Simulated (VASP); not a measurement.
RbVSe3, 5 atoms in the cell. It takes space group Pm-3m (No. 221, cubic). The conventional cell has a = 5.703 Å, b = 5.703 Å, c = 5.703 Å, α = 90.00°, β = 90.00°, γ = 90.00°. Within 3.8 Å of Rb (site symmetry m-3m) lie 6 Se at 2.85 Å. V (site symmetry m-3m) has 12 Se at 4.03 Å and 8 Rb at 4.94 Å within 5.3 Å. Se (site symmetry 4/mmm) has 2 Rb at 2.85 Å within 3.8 Å. 

- Program: VASP 6.6.1
- Task: single point
- Functional: PBE
- Potentials or basis: VASP PAW PBE potentials, release 64 (Rb_sv, V_sv, Se)
- Cutoff: 500 eV
- k mesh: 4 × 4 × 4
- Occupations: gaussian, width 0.1 eV
- Spin: collinear spin, ferrimagnetic start
- Starting moments: [0.0, 3.47, -0.33, -0.33, -0.33] μB
- Dipole correction: no
- Further INCAR settings: ALGO = Normal; EDIFF = 1e-06; NBANDS = 32

Potentials or basis: VASP PAW PBE potentials, release 64 (Rb_sv, V_sv, Se).

The run is started by

```console
$ cat potpaw_PBE.64/Rb_sv/POTCAR potpaw_PBE.64/V_sv/POTCAR potpaw_PBE.64/Se/POTCAR > POTCAR
$ mpirun -np 1 vasp_std > vasp.out
```

Hardware: 1 thread of Oxide Virtual Turin-like Processor, on a shared host.

Q: Estimate the wall time of this run.

A: Run time: 3.4 min on 1 thread of Oxide Virtual Turin-like Processor, with other jobs on the host, peak memory 0.32 GiB. Counts: scf iterations 30, k points 10.
